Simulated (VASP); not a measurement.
# Li7ZnCl9 in VASP: further runs

Runs on Li7ZnCl9. Level: PBE. Tasks: single point.

Everything below comes from runs of VASP 6.6.1. Logs are shortened: lines on timing, memory, paths and dates and some standing lists are left out, and cuts for length are marked.

## Step 1: The cell of the first run

The cell holds an amorphous packing of atoms, 17 atoms: a = 7.351 Å, b = 7.231 Å, c = 6.890 Å, α = 87.43°, β = 85.61°, γ = 86.00°.

## Step 2: Single point, PBE

Contents of INCAR:

```
SYSTEM = Li7ZnCl9
PREC = Accurate
ENCUT = 520
EDIFF = 1E-6
ISMEAR = -1
SIGMA = 0.05
LREAL = Auto
LASPH = .True.
NELM = 100
ALGO = Normal
ISIF = 2
LWAVE = .False.
LCHARG = .False.
GGA = PE
ISYM = 0
NBANDS = 62
```

Contents of KPOINTS:

```
Automatic mesh
0
Gamma
  1 1 1
  0 0 0
```

Contents of POSCAR:

```
Li7ZnCl9
1.0
    7.3415680000      0.2514770000      0.2701260000
    0.2514770000      7.2254430000      0.1537620000
    0.2701260000      0.1537620000      6.8830560000
Li Cl Zn
7 9 1
Direct
    0.6173364964      1.0250658934      0.3938481947
    1.0515368699      0.2344829397      0.8779773092
    0.9164765339      0.4400998289      0.3409750306
    0.4154818369      0.4742781765      0.1428177531
    0.4369559766      0.9040910779      0.8685830796
    0.8868868482      0.7167098550      0.8159112845
    0.4679018789      0.3864014255      0.6561436782
    0.1447094122      0.9204417294      0.7970542829
    0.9171985758      0.1150040263      0.1998453257
    0.1259277688      0.5003163404      0.0354044765
    0.3763267144      0.9028955212      0.2683391431
    0.1639342466      0.3143754213      0.5472979014
    0.5757613625      0.6231025517      0.8746653219
    0.8645589225      0.7498319243      0.4700672928
    0.6117045377      0.3949031027      0.3597931804
    0.6372240228      0.1214840698      0.7388665137
    0.0920154601      0.9517836903      0.4254589921
```

Potentials or basis: VASP PAW PBE potentials, release 64 (Li_sv, Cl, Zn).

Launch:

```
$ cat potpaw_PBE.64/Li_sv/POTCAR potpaw_PBE.64/Cl/POTCAR potpaw_PBE.64/Zn/POTCAR > POTCAR
$ mpirun -np 1 vasp_gam > vasp.out
```

OUTCAR:

```text
SYSTEM = Li7ZnCl9
   PREC = Accurate
   ENCUT = 520
   EDIFF = 1E-6
   ISMEAR = -1
   LREAL = Auto
   LASPH = .True.
   NELM = 100
   ISIF = 2
   GGA = PE
   ISYM = 0

 ion  position               nearest neighbor table
   1  0.617  0.025  0.394-  11 2.28  16 2.52   9 2.60
   2  0.052  0.234  0.878-  10 2.37   8 2.40  12 2.42   9 2.50
   3  0.916  0.440  0.341-  15 2.28  14 2.44  12 2.49  10 2.55   9 2.58
   4  0.415  0.474  0.143-  15 2.19  10 2.30  13 2.37
   5  0.437  0.904  0.869-  13 2.21   8 2.23  16 2.33
   6  0.887  0.717  0.816-  14 2.40  13 2.43   8 2.47
   7  0.468  0.386  0.656-  15 2.23  16 2.29  12 2.51  13 2.54
   8  0.145  0.920  0.797-   5 2.23   2 2.40   6 2.47  17 2.62
   9  0.917  0.115  0.200-  17 2.32   2 2.50   3 2.58   1 2.60
  10  0.126  0.500  0.035-   4 2.30   2 2.37   3 2.55
  11  0.376  0.903  0.268-   1 2.28  17 2.29
  12  0.164  0.314  0.547-   2 2.42   3 2.49   7 2.51
  13  0.576  0.623  0.875-   5 2.21   4 2.37   6 2.43   7 2.54
  14  0.865  0.750  0.470-  17 2.29   6 2.40   3 2.44
  15  0.612  0.395  0.360-   4 2.19   7 2.23   3 2.28
  16  0.637  0.121  0.739-   7 2.29   5 2.33   1 2.52
  17  0.092  0.952  0.425-  14 2.29  11 2.29   9 2.32   8 2.62

IMPORTANT INFORMATION: All symmetrisations will be switched off!
NOSYMM: (Re-)initialisation of all symmetry stuff for point group C_1.

----------------------------------------------------------------------------------------

                                     Primitive cell

  volume of cell :     364.0039

  direct lattice vectors                    reciprocal lattice vectors
     7.341568000  0.251477000  0.270126000     0.136563041 -0.004641145 -0.005255746
     0.251477000  7.225443000  0.153762000    -0.004641145  0.138623375 -0.002914594
     0.270126000  0.153762000  6.883056000    -0.005255746 -0.002914594  0.145555676

  length of vectors
     7.350838689  7.231452826  6.890070443     0.136742924  0.138731666  0.145679691

  position of ions in fractional coordinates (direct lattice)
     0.617336496  0.025065893  0.393848195
     0.051536870  0.234482940  0.877977309
     0.916476534  0.440099829  0.340975031
     0.415481837  0.474278177  0.142817753
     0.436955977  0.904091078  0.868583080
     0.886886848  0.716709855  0.815911284
[... 9 lines left out ...]
     0.637224023  0.121484070  0.738866514
     0.092015460  0.951783690  0.425458992

  ion indices of the primitive-cell ions
   primitive index   ion index
                 1           1
                 2           2
                 3           3
                 4           4
                 5           5
                 6           6
[... 9 lines left out ...]
                16          16
                17          17

[... 53 lines left out ...]
   ISIF   =      2    stress and relaxation
   ISYM   =      0    0-nonsym 1-usesym 2-fastsym
   POTIM  = 0.5000    time-step for ionic-motion
   TEBEG  =    0.0;   TEEND  =   0.0 temperature during run
   PSTRESS=    0.0 pullay stress
   NELECT =      96.0000    total number of electrons
   NUPDOWN=      -1.0000    fix difference up-down
   EMIN   =  10.00;   EMAX   =-10.00  energy-range for DOS
   EFERMI =   0.00;   METHOD = LEGACY
   ISMEAR =    -1;   SIGMA  =   0.05  broadening in eV -4-tet -1-fermi 0-gaus
   EFERMI_NEDOS =   21; number of points for ismear=-14 and -15
   IALGO  =     38    algorithm
   IMIX   =      4    mixing-type and parameters
     AMIX     =   0.40;   BMIX     =  1.00
     AMIX_MAG =   1.60;   BMIX_MAG =  1.00
  volume/ion in A,a.u.               =      21.41       144.50
  Fermi-wavevector in a.u.,A,eV,Ry     =   1.049856  1.983941 14.996319  1.102198
  Thomas-Fermi vector in A             =   2.184836
   LORBIT       =      0    0 simple, 1 ext, 2 COOP (PROOUT), +10 PAW based schemes
   GGA     = PE    functional components
   LHFCALC =     F    Hartree Fock is set to
   AEXX    =    0.0000 exact exchange contribution
   IVDW    =     0    specifies the selected vdW correction
   LEPSILON=     F    determine dielectric tensor
   LRPA    =     F    only Hartree local field effects (RPA)
 non-spin polarized calculation
  energy-cutoff  :      520.00
  volume of cell :      364.00
 maximum number of plane-waves:      4901
 NGX is ok and might be reduce to    54
   NGX = 27   NGY = 27   NGZ = 25

 number of electron      96.0000021 magnetization

 Free energy of the ion-electron system (eV)
  ---------------------------------------------------
  ext. energy  EPLUGINS =         0.00000000
  ---------------------------------------------------
  free energy    TOTEN  =       -57.84710208 eV

  energy without entropy =      -57.84710208  energy(sigma->0) =      -57.84710208

 E-fermi :   0.7895     XC(G=0):  -7.7843

 val. band max:       -0.4479808992   @ k =   0.0000   0.0000   0.0000
 cond. band min:       3.6866367478   @ k =   0.0000   0.0000   0.0000
 fundamental gap:      4.1346176470
 Fermi energy:         0.7895128385

 k-point     1 :       0.0000    0.0000    0.0000
  band No.  band energies     occupation
      1     -44.8182      2.00000
      2     -44.4638      2.00000
      3     -44.3025      2.00000
      4     -44.1514      2.00000
      5     -44.0152      2.00000
      6     -44.0129      2.00000
[... 52 lines left out ...]
     59       7.9105      0.00000
     60       8.0404      0.00000
 [bands above 60 left out]

------------------------ aborting loop because EDIFF is reached ----------------------------------------

  FORCE on cell =-STRESS in cart. coord.  units (eV):
  Direction    XX          YY          ZZ          XY          YZ          ZX
  --------------------------------------------------------------------------------------
  -------------------------------------------------------------------------------------
  Total        2.2761561      5.9289812      1.5707406     -1.7243728     -2.2731011     -1.2619062
  in kB       10.0185883     26.0966382      6.9136751     -7.5898932    -10.0051419     -5.5543285
  external PRESSURE =      14.3429672 kB  Pullay stress =       0.0000000 kB

 VOLUME and BASIS-vectors are now :
 -----------------------------------------------------------------------------
  energy-cutoff  :      520.00
  volume of cell :      364.00
      direct lattice vectors                 reciprocal lattice vectors
     7.341568000  0.251477000  0.270126000     0.136563041 -0.004641145 -0.005255746
     0.251477000  7.225443000  0.153762000    -0.004641145  0.138623375 -0.002914594
     0.270126000  0.153762000  6.883056000    -0.005255746 -0.002914594  0.145555676

 POSITION                                       TOTAL-FORCE (eV/Angst)
 -----------------------------------------------------------------------------------
      4.64491      0.39692      2.88149         0.429355      0.346741      0.218476
      0.67449      1.84220      6.09314        -0.048310     -0.065688     -0.014050
      6.93116      3.46282      2.66219         0.413831     -0.141792     -0.141129
      3.20814      3.55331      1.16818        -0.146549      0.301662     -0.160596
      3.66993      6.77590      6.23555         0.165923      0.212359      0.157775
      6.91178      5.52703      5.96574         0.116140     -0.018447      0.125122
[... 9 lines left out ...]
      4.90836      1.15163      5.27647        -0.072012     -0.405786      0.258506
      1.02982      6.96562      3.09966         0.371070      0.453497      0.210366
 -----------------------------------------------------------------------------------
    total drift:                                0.003894     -0.001848     -0.002651

  FREE ENERGIE OF THE ION-ELECTRON SYSTEM (eV)
  ---------------------------------------------------
  free  energy   TOTEN  =       -57.8471020847 eV

  energy  without entropy=      -57.8471020847  energy(sigma->0) =      -57.84710208
```

OSZICAR:

```text
N       E                     dE             d eps       ncg     rms          rms(c)
DAV:   1     0.117778965599E+04    0.11778E+04   -0.46585E+04   124   0.163E+03
DAV:   2     0.126067938340E+03   -0.10517E+04   -0.99700E+03   156   0.409E+02
DAV:   3    -0.356410027684E+02   -0.16171E+03   -0.15989E+03   146   0.156E+02
DAV:   4    -0.580597634864E+02   -0.22419E+02   -0.22334E+02   200   0.458E+01
DAV:   5    -0.601426321727E+02   -0.20829E+01   -0.20803E+01   200   0.158E+01    0.952E+00
DAV:   6    -0.578846118539E+02    0.22580E+01   -0.54285E+00   192   0.510E+01    0.677E+00
DAV:   7    -0.577989002550E+02    0.85712E-01   -0.51616E+00   152   0.842E+00    0.506E+00
DAV:   8    -0.578128791236E+02   -0.13979E-01   -0.43838E-01   152   0.236E+00    0.272E+00
DAV:   9    -0.578335122877E+02   -0.20633E-01   -0.64006E-02   176   0.181E+00    0.637E-01
DAV:  10    -0.578433101397E+02   -0.97979E-02   -0.23046E-02   144   0.675E-01    0.336E-01
DAV:  11    -0.578456478289E+02   -0.23377E-02   -0.64643E-03   168   0.285E-01    0.162E-01
DAV:  12    -0.578468540506E+02   -0.12062E-02   -0.16239E-03   136   0.154E-01    0.718E-02
DAV:  13    -0.578470837751E+02   -0.22972E-03   -0.44158E-04   168   0.725E-02    0.525E-02
DAV:  14    -0.578470935949E+02   -0.98198E-05   -0.73138E-05   184   0.388E-02    0.233E-02
DAV:  15    -0.578471006908E+02   -0.70960E-05   -0.18513E-05   160   0.176E-02    0.719E-03
DAV:  16    -0.578471018145E+02   -0.11237E-05   -0.22593E-06   120   0.762E-03    0.341E-03
DAV:  17    -0.578471020847E+02   -0.27022E-06   -0.55768E-07    96   0.431E-03
   1 F= -.57847102E+02 E0= -.57847102E+02  d E =-.546319E-10
```

stdout:

```text
POSCAR found type information on POSCAR LiClZn
 POSCAR found :  3 types and      17 ions
 scaLAPACK will be used
 LDA part: xc-table for (Slater+PW92), standard interpolation
 POSCAR, INCAR and KPOINTS ok, starting setup
 FFT: planning ... GRIDC
 FFT: planning ... GRID_SOFT
 FFT: planning ... GRID
 WAVECAR not read
 entering main loop
```

Run time: 28 s. Hardware: 1 thread of AMD EPYC 9R45 (Zen 5), shared host; peak memory 0.33 GiB.

Results:

```
Free energy            : -57.8471 eV
Largest force          : 0.817 eV/Å
Band gap on the k mesh : 4.13 eV
```

Forces on the atoms (eV/Å):
```
Li   0.429  0.347  0.218
Li  -0.048 -0.066 -0.014
Li   0.414 -0.142 -0.141
Li  -0.147  0.302 -0.161
Li   0.166  0.212  0.158
Li   0.116 -0.018  0.125
Li  -0.159  0.141  0.139
Cl  -0.501 -0.197 -0.615
Cl   0.059 -0.026 -0.154
Cl  -0.387 -0.003 -0.020
Cl  -0.058 -0.155 -0.046
Cl  -0.126  0.030  0.055
Cl   0.241 -0.356 -0.047
Cl   0.031 -0.337  0.241
Cl  -0.330  0.220 -0.208
Cl  -0.072 -0.406  0.259
Zn   0.371  0.453  0.210
```

Levels at points of the mesh, in eV from the valence-band top:
```
           k point  band 44  band 45  band 46  band 47  band 48  band 49  band 50  band 51  band 52  band 53
(0.00, 0.00, 0.00)    -0.47    -0.40    -0.29    -0.09     0.00     4.13     5.86     6.54     6.85     7.10
```

Caveat: the k points lie up to 0.92 Å⁻¹ apart; the cutoff is under 1.25 times the usual one of these potentials, so pressure, stress and relaxed cells hold a basis-set (Pulay) error.

## Step 3: Single point, PBE

Contents of INCAR:

```
PREC     = Accurate       # precision mode
ENCUT    = 520            # plane-wave cutoff, eV
EDIFF    = 1E-6           # SCF threshold, eV
ISMEAR   = -1             # smearing method
SIGMA    = 0.05           # smearing width, eV
LREAL    = Auto         
LASPH    = True           # aspherical terms in the spheres
NELM     = 100            # most SCF steps
ALGO     = Normal         # electronic algorithm
ISIF     = 2              # what is computed and relaxed
LWAVE    = False          # write WAVECAR
LCHARG   = False          # write CHGCAR
GGA      = PE             # functional
ISYM     = 0            
NBANDS   = 62             # bands
```

Contents of KPOINTS:

```
regular mesh
0
Gamma
  1 1 1
```

Contents of POSCAR:

```
Li7ZnCl9
1.0
    7.3415680000      0.2514770000      0.2701260000
    0.2514770000      7.2254430000      0.1537620000
    0.2701260000      0.1537620000      6.8830560000
Li Cl Zn
7 9 1
Direct
    0.6265302522      1.1058260139      0.4550163284
    1.0507538180      0.2400998626      0.8595277794
    0.9334425926      0.4554233298      0.3358589679
    0.3886953297      0.5765106750      0.1403405480
    0.4276574936      0.9009713658      0.9108669801
    0.8930503631      0.6789172346      0.8562817455
    0.4719776312      0.4047935976      0.6615055431
    0.1114747407      0.9082426594      0.8022014591
    0.9105415264      0.1185643784      0.2119612805
    0.0995906182      0.4886014322      0.0442596503
    0.3762569824      0.8822303132      0.2995940624
    0.1455671204      0.2961102604      0.5500735473
    0.5657329268      0.6215026378      0.8710884146
    0.8685191347      0.7253489746      0.4890463322
    0.5568150653      0.4004728999      0.3387293754
    0.6077394755      0.1175813679      0.7609164040
    0.0802160556      0.9715005067      0.4274721427
```

Potentials or basis: VASP PAW PBE potentials, release 64 (Li_sv, Cl, Zn).

Launch:

```
$ cat potpaw_PBE.64/Li_sv/POTCAR potpaw_PBE.64/Cl/POTCAR potpaw_PBE.64/Zn/POTCAR > POTCAR
$ mpirun -np 1 vasp_gam > vasp.out
```

OUTCAR:

```text
PREC = Accurate
   ENCUT = 520
   EDIFF = 1E-6
   ISMEAR = -1
   LREAL = Auto
   LASPH = True
   NELM = 100
   ISIF = 2
   GGA = PE
   ISYM = 0

 ion  position               nearest neighbor table
   1  0.627  0.106  0.455-  16 2.11  15 2.28   9 2.58
   2  0.051  0.240  0.860-  12 2.22  10 2.31   8 2.45
   3  0.933  0.455  0.336-  14 2.26  10 2.28  12 2.43
   4  0.389  0.577  0.140-  13 2.21  15 2.21  10 2.41  11 2.50
   5  0.428  0.901  0.911-  13 2.22  16 2.28   8 2.49
   6  0.893  0.679  0.856-   8 2.39  10 2.39  13 2.46  14 2.56
   7  0.472  0.405  0.662-  15 2.26  16 2.34  13 2.35
   8  0.111  0.908  0.802-   6 2.39   2 2.45   5 2.49  17 2.63
   9  0.911  0.119  0.212-  17 2.20   1 2.58
  10  0.100  0.489  0.044-   3 2.28   2 2.31   6 2.39   4 2.41
  11  0.376  0.882  0.300-  17 2.34   4 2.50
  12  0.146  0.296  0.550-   2 2.22   3 2.43  17 2.62
  13  0.566  0.622  0.871-   4 2.21   5 2.22   7 2.35   6 2.46
  14  0.869  0.725  0.489-   3 2.26  17 2.45   6 2.56
  15  0.557  0.400  0.339-   4 2.21   7 2.26   1 2.28
  16  0.608  0.118  0.761-   1 2.11   5 2.28   7 2.34
  17  0.080  0.972  0.427-   9 2.20  11 2.34  14 2.45  12 2.62   8 2.63
[... 158 lines left out ...]

 k-point     1 :       0.0000    0.0000    0.0000
  band No.  band energies     occupation
      1     -44.6050      2.00000
      2     -44.4097      2.00000
      3     -44.3485      2.00000
      4     -44.2963      2.00000
      5     -44.1701      2.00000
      6     -44.0376      2.00000
[... 52 lines left out ...]
     59       7.8836      0.00000
     60       8.0134      0.00000
 [bands above 60 left out]

------------------------ aborting loop because EDIFF is reached ----------------------------------------

  FORCE on cell =-STRESS in cart. coord.  units (eV):
  Direction    XX          YY          ZZ          XY          YZ          ZX
  --------------------------------------------------------------------------------------
  -------------------------------------------------------------------------------------
  Total        1.3996672      7.5870205      4.6513497     -1.7303118     -2.4905308     -1.3910345
  in kB        6.1606887     33.3945619     20.4730940     -7.6160337    -10.9621670     -6.1226916
  external PRESSURE =      20.0094482 kB  Pullay stress =       0.0000000 kB

 VOLUME and BASIS-vectors are now :
 -----------------------------------------------------------------------------
  energy-cutoff  :      520.00
  volume of cell :      364.00
      direct lattice vectors                 reciprocal lattice vectors
     7.341568000  0.251477000  0.270126000     0.136563041 -0.004641145 -0.005255746
     0.251477000  7.225443000  0.153762000    -0.004641145  0.138623375 -0.002914594
     0.270126000  0.153762000  6.883056000    -0.005255746 -0.002914594  0.145555676

 POSITION                                       TOTAL-FORCE (eV/Angst)
 -----------------------------------------------------------------------------------
      4.74924      0.99216      3.31742         0.023320     -0.428827     -1.093788
      0.66517      1.87975      5.96681        -0.156011     -0.454851      0.318182
      7.05818      3.57702      2.63391        -0.168966     -0.349803      0.055896
      3.03652      4.28487      1.15961        -0.336803     -0.040859      0.353162
      3.61230      6.75752      6.52360        -0.307926      0.346529     -0.039810
      6.95843      5.26172      6.23946         0.018263      0.197604     -0.249049
[... 9 lines left out ...]
      4.69687      1.11941      5.41968         0.050551      0.235411      0.746696
      0.94869      7.10542      3.11336         0.584911     -0.432807      0.751059
 -----------------------------------------------------------------------------------
    total drift:                               -0.002691      0.004265      0.002328

  FREE ENERGIE OF THE ION-ELECTRON SYSTEM (eV)
  ---------------------------------------------------
  free  energy   TOTEN  =       -57.8034834954 eV

  energy  without entropy=      -57.8034834954  energy(sigma->0) =      -57.80348350
```

OSZICAR:

```text
N       E                     dE             d eps       ncg     rms          rms(c)
DAV:   1     0.116608396913E+04    0.11661E+04   -0.46301E+04   124   0.164E+03
DAV:   2     0.126691577551E+03   -0.10394E+04   -0.99612E+03   172   0.406E+02
DAV:   3    -0.388597798669E+02   -0.16555E+03   -0.16290E+03   162   0.154E+02
DAV:   4    -0.571294328304E+02   -0.18270E+02   -0.18199E+02   192   0.456E+01
DAV:   5    -0.598667780111E+02   -0.27373E+01   -0.27297E+01   216   0.176E+01    0.975E+00
DAV:   6    -0.578205409795E+02    0.20462E+01   -0.75044E+00   192   0.503E+01    0.681E+00
DAV:   7    -0.577476720289E+02    0.72869E-01   -0.50663E+00   144   0.824E+00    0.510E+00
DAV:   8    -0.577654819781E+02   -0.17810E-01   -0.35014E-01   152   0.217E+00    0.276E+00
DAV:   9    -0.577901316905E+02   -0.24650E-01   -0.57722E-02   176   0.176E+00    0.583E-01
DAV:  10    -0.577997859775E+02   -0.96543E-02   -0.21679E-02   168   0.670E-01    0.317E-01
DAV:  11    -0.578018398849E+02   -0.20539E-02   -0.43284E-03   168   0.251E-01    0.147E-01
DAV:  12    -0.578032850085E+02   -0.14451E-02   -0.15204E-03   136   0.171E-01    0.595E-02
DAV:  13    -0.578034625166E+02   -0.17751E-03   -0.25616E-04   168   0.595E-02    0.503E-02
DAV:  14    -0.578034784539E+02   -0.15937E-04   -0.75369E-05   152   0.345E-02    0.172E-02
DAV:  15    -0.578034828707E+02   -0.44168E-05   -0.13916E-05   152   0.141E-02    0.711E-03
DAV:  16    -0.578034834954E+02   -0.62475E-06   -0.13743E-06    96   0.552E-03
   1 F= -.57803483E+02 E0= -.57803483E+02  d E =-.158666E-10
```

Wall time 26 s (1 thread of AMD EPYC 9R45 (Zen 5), shared host); peak memory 0.33 GiB.

Results:

```yaml
Free_energy: -57.8035 eV
Largest_force: 1.175 eV/Å
Band_gap_on_the_k_mesh: 4.41 eV
```

Forces in eV/Å, atoms in the order of the input:
```
Li   0.023 -0.429 -1.094
Li  -0.156 -0.455  0.318
Li  -0.169 -0.350  0.056
Li  -0.337 -0.041  0.353
Li  -0.308  0.347 -0.040
Li   0.018  0.198 -0.249
Li  -0.191  0.039  0.018
Cl   0.277  0.106 -0.103
Cl  -0.637  0.119 -0.307
Cl   0.117  0.274 -0.299
Cl  -0.187  0.036 -0.215
Cl   0.029  0.129 -0.046
Cl   0.320 -0.100 -0.147
Cl   0.182  0.272  0.094
Cl   0.382  0.053  0.162
Cl   0.051  0.235  0.747
Zn   0.585 -0.433  0.751
```

Levels at points of the mesh, in eV from the valence-band top:
```tsv
k point	band 45	band 46	band 47	band 48	band 49	band 50	band 51	band 52
(0.00, 0.00, 0.00)	-0.38	-0.19	-0.18	0.00	4.41	6.15	6.58	6.96
```

Caveat: the k points lie up to 0.92 Å⁻¹ apart; the cutoff is under 1.25 times the usual one of these potentials, so pressure, stress and relaxed cells hold a basis-set (Pulay) error.
